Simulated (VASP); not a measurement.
# Al (P6/mmm) in VASP: notebook, part 2 of 2

VASP 6.6.1. Earlier steps stand in the parts before.

## 3. Relaxation of cell and atoms, PBE, target pressure 30 GPa, at which the enthalpy is minimised

This run uses another cell than the first one, of 13.32 Å³/atom, 1.019 times its volume.

Contents of INCAR:

```
ALGO     = Normal         # electronic algorithm
EDIFF    = 1E-7           # SCF threshold, eV
EDIFFG   = -0.005         # ionic threshold
ENCUT    = 600            # plane-wave cutoff, eV
GGA      = PE             # functional
IBRION   = 2              # ionic algorithm
ISIF     = 3              # what is computed and relaxed
ISMEAR   = -1             # smearing method
LASPH    = True           # aspherical terms in the spheres
LCHARG   = False          # write CHGCAR
LREAL    = False          # projectors in reciprocal space
LWAVE    = False          # write WAVECAR
NELM     = 80             # most SCF steps
NSW      = 32             # ionic steps
PREC     = Accurate       # precision mode
PSTRESS  = 300.0        
SIGMA    = 0.08           # smearing width, eV
```

Contents of KPOINTS:

```
k-points
0
Gamma
  9 9 12
```

Contents of POSCAR:

```
Al
1.0
    4.2511076514      0.0000000000      0.0000000000
   -2.1255538257      3.6815672203      0.0000000000
    0.0000000000      0.0000000000      2.5522881392
Al
3
Direct
    0.0000000000      0.0000000000      0.0000000000
    0.3333333333      0.6666666667      0.5000000000
    0.6666666667      0.3333333333      0.5000000000
```

Potentials or basis: VASP PAW PBE potentials, release 64 (Al).

Command:

```console
> cat potpaw_PBE.64/Al/POTCAR > POTCAR
> mpirun -np 1 vasp_std > vasp.out
```

OUTCAR:

```text
EDIFF = 1E-7
   EDIFFG = -0.005
   ENCUT = 600
   GGA = PE
   IBRION = 2
   ISIF = 3
   ISMEAR = -1
   LASPH = True
   LREAL = False
   NELM = 80
   NSW = 32
   PREC = Accurate
   PSTRESS = 300.0

 ion  position               nearest neighbor table
   1  0.000  0.000  0.000-   2 2.77   3 2.77   2 2.77   3 2.77   2 2.77   2 2.77   3 2.77   3 2.77
                             3 2.77   3 2.77   2 2.77   2 2.77
   2  0.333  0.667  0.500-   3 2.45   3 2.45   3 2.45   1 2.77   1 2.77   1 2.77   1 2.77   1 2.77
                             1 2.77
   3  0.667  0.333  0.500-   2 2.45   2 2.45   2 2.45   1 2.77   1 2.77   1 2.77   1 2.77   1 2.77
                             1 2.77

  LATTYP: Found a hexagonal cell.
 ALAT       =     4.2511076514
 C/A-ratio  =     0.6003819118

  Lattice vectors:

 A1 = (   4.2511076514,   0.0000000000,   0.0000000000)
 A2 = (  -2.1255538257,   3.6815672203,   0.0000000000)
 A3 = (   0.0000000000,   0.0000000000,   2.5522881392)

Analysis of symmetry for initial positions (statically):
[... 186 lines left out ...]
      2       7.6371      2.00000
      3       7.6371      2.00000
      4       7.7012      2.00000
      5       7.7012      2.00000
      6       9.4372      1.99999
      7       9.6006      1.99991
      8      19.0072      0.00000
[... 243 lines left out ...]
 k-point    24 :       0.3333    0.3333    0.0833
  band No.  band energies     occupation
      1       1.4236      2.00000
      2       1.4758      2.00000
      3       1.4758      2.00000
      4      11.6171      0.00000
      5      11.7834      0.00000
      6      11.7834      0.00000
      7      18.4268      0.00000
      8      18.4268      0.00000

 [... further k-points ...]

------------------------ aborting loop because EDIFF is reached ----------------------------------------

  FORCE on cell =-STRESS in cart. coord.  units (eV):
  Direction    XX          YY          ZZ          XY          YZ          ZX
  --------------------------------------------------------------------------------------
  -------------------------------------------------------------------------------------
  Total        7.4787198      7.4787198      7.4797227      0.0000000      0.0000000      0.0000000
  in kB      299.9668806    299.9668806    300.0071047      0.0000000      0.0000000      0.0000000
  external PRESSURE =      -0.0197113 kB  Pullay stress =     300.0000000 kB

 VOLUME and BASIS-vectors are now :
 -----------------------------------------------------------------------------
  energy-cutoff  :      600.00
  volume of cell :       39.95
      direct lattice vectors                 reciprocal lattice vectors
     4.251107651  0.000000000  0.000000000     0.235232810  0.135811726  0.000000000
    -2.125553826  3.681567220  0.000000000     0.000000000  0.271623453  0.000000000
     0.000000000  0.000000000  2.552288139     0.000000000  0.000000000  0.391805292

 POSITION                                       TOTAL-FORCE (eV/Angst)
 -----------------------------------------------------------------------------------
      0.00000      0.00000      0.00000         0.000000      0.000000     -0.000000
     -0.00000      2.45438      1.27614        -0.000000      0.000000      0.000000
      2.12555      1.22719      1.27614         0.000000     -0.000000     -0.000000
 -----------------------------------------------------------------------------------
    total drift:                               -0.000000      0.000000      0.000000

  FREE ENERGIE OF THE ION-ELECTRON SYSTEM (eV)
  ---------------------------------------------------
  free  energy   TOTEN  =       -10.0332895540 eV

  energy  without entropy=      -10.0072093241  energy(sigma->0) =      -10.02024944

  enthalpy is  TOTEN    =        -2.5537439948 eV   P V=        7.4795455593

 reached required accuracy - stopping structural energy minimisation
```

Wall time 15 s (1 thread of AMD EPYC 9R45 (Zen 5), shared host); peak memory 0.14 GiB.

What came out:

```
Free energy             : -10.0333 eV
Pressure after relaxing : 30.0 GPa
```

Final structure:
```
CELL_PARAMETERS angstrom
4.25111 0.00000 0.00000
-2.12555 3.68157 0.00000
0.00000 0.00000 2.55229
ATOMIC_POSITIONS crystal
Al 0.00000 0.00000 0.00000
Al 0.33333 0.66667 0.50000
Al 0.66667 0.33333 0.50000
```

Caveat: the relaxation stopped at its first step, so nothing moved; the cell is relaxed towards a set pressure, so the enthalpy falls and the energy may rise.
